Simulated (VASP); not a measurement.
A run of VASP 6.6.1 is set up as follows.

Contents of INCAR:

```
PREC = Accurate ; ENCUT = 520
EDIFF = 1E-6 ; ISMEAR = 0
SIGMA = 0.05 ; LREAL = F
LASPH = T ; NELM = 150
ALGO = Normal ; ISIF = 2
LWAVE = F ; LCHARG = F
ISPIN = 2 ; MAGMOM = 2.96 0.39
LORBIT = 11 ; NUPDOWN = 3.3
LMAXMIX = 4 ; LDAU = T
LDAUTYPE = 1 ; LDAUL = 2 -1
LDAUU = 4 0 ; LDAUJ = 0.5 0
LDAUPRINT = 1 ; GGA = PS
NBANDS = 18
```

Contents of KPOINTS:

```
Automatic mesh
0
Gamma
  9 9 9
```

POSCAR

```
CoO
1.0
   -1.5080004400      1.5080004400      2.1072503600
    1.5080004400     -1.5080004400      2.1072503600
    1.5080004400      1.5080004400     -2.1072503600
Co O
1 1
Direct
    0.0000000000      0.0000000000      0.0000000000
    0.5000000000      0.5000000000      0.0000000000
```

Potentials or basis: VASP PAW PBE potentials, release 64 (Co, O).

Run with:

```sh
$ cat potpaw_PBE.64/Co/POTCAR potpaw_PBE.64/O/POTCAR > POTCAR
$ mpirun -np 1 vasp_std > vasp.out
```

(1) Estimate the pressure.

Answers

(1) -1.6 GPa.

Caveat: the PAW data sets were made with another functional, which shifts forces and pressure a little; the total moment is fixed, so each spin has its own Fermi level; a cell with one magnetic atom can't hold antiferromagnetic order, which such compounds often take.
